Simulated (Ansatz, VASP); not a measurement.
## ZnF2 in VASP and in Ansatz

```
CELL_PARAMETERS angstrom
4.43292 0.00000 0.00000
0.00000 4.43292 0.00000
0.00000 0.00000 2.94700
ATOMIC_POSITIONS crystal
Zn 0.00000 0.00000 0.00000
Zn 0.50000 0.50000 0.50000
F 0.29998 0.29998 0.00000
F 0.20002 0.79998 0.50000
F 0.70002 0.70002 0.00000
F 0.79998 0.20002 0.50000
```

Change from the starting cell: hydrostatic strain -5.8%.

Alike in both runs: task single point; functional PBE; k mesh 6 × 6 × 8; occupations fermi-dirac, width 0.02 eV; no spin polarisation.

```csv
,VASP,Ansatz
version,VASP 6.6.1,Ansatz 0.2.0
potentials or method,"VASP PAW PBE potentials, release 64 (Zn, F)","plane waves, PAW"
plane-wave cutoff (eV),600,420
valence electrons in the cell,52,52
```

|  | VASP | Ansatz | Ansatz less VASP |
| --- | --- | --- | --- |
| gap on the k mesh at the Fermi level (eV) | 3.75 | 3.85 | +0.105 |
| pressure (GPa) | 41.8 | 40.4 | -1.47 |
| traceless stress, the component that is largest in VASP (GPa) | 3.42 | 3.16 | -0.261 |
| rms of the force components (eV/Å) | 0.019 | 0.016 | -0.0024 |

Atom by atom the forces differ by 0.002 eV/Å (rms over components). Both programs put the cell under a high pressure, so it lies far from rest at this level.
